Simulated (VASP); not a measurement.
Ag, 1 atom in the cell. Symmetry: Im-3m, No. 229, cubic system. Conventional cell: a = 3.311 Å, b = 3.311 Å, c = 3.311 Å, α = 90.00°, β = 90.00°, γ = 90.00°. Ag (site symmetry m-3m) has 14 Ag at 2.87 to 3.31 Å within 3.8 Å. 

| Property | Result |
| --- | --- |
| Program | VASP 6.6.1 |
| Task | elastic constants |
| Functional | PBE |
| Potentials or basis | VASP PAW PBE potentials, release 64 (Ag) |
| Cutoff | 600 eV |
| k mesh | 8 × 8 × 8 |
| Occupations | fermi-dirac, width 0.05 eV |
| Spin | no spin polarisation |
| Dipole correction | no |
| Ions in elastic constants | relaxed |
| Further INCAR settings | ALGO = Normal; EDIFF = 1e-08; IBRION = 6; POTIM = 0.015; NSW = 1; ISIF = 3 |

Potentials or basis: VASP PAW PBE potentials, release 64 (Ag).

Launch:

```console
$ cat potpaw_PBE.64/Ag/POTCAR > POTCAR
$ mpirun -np 1 vasp_std > vasp.out
```

Hardware: 1 thread of AMD EPYC 7R43 64-Core Processor (Zen 3), with other jobs on the host.

Estimate the wall time of this run.

Run time: 2.2 min on 1 thread of AMD EPYC 7R43 64-Core Processor (Zen 3), on a shared host, peak memory 0.16 GiB. Counts: scf iterations 140, k points 29.
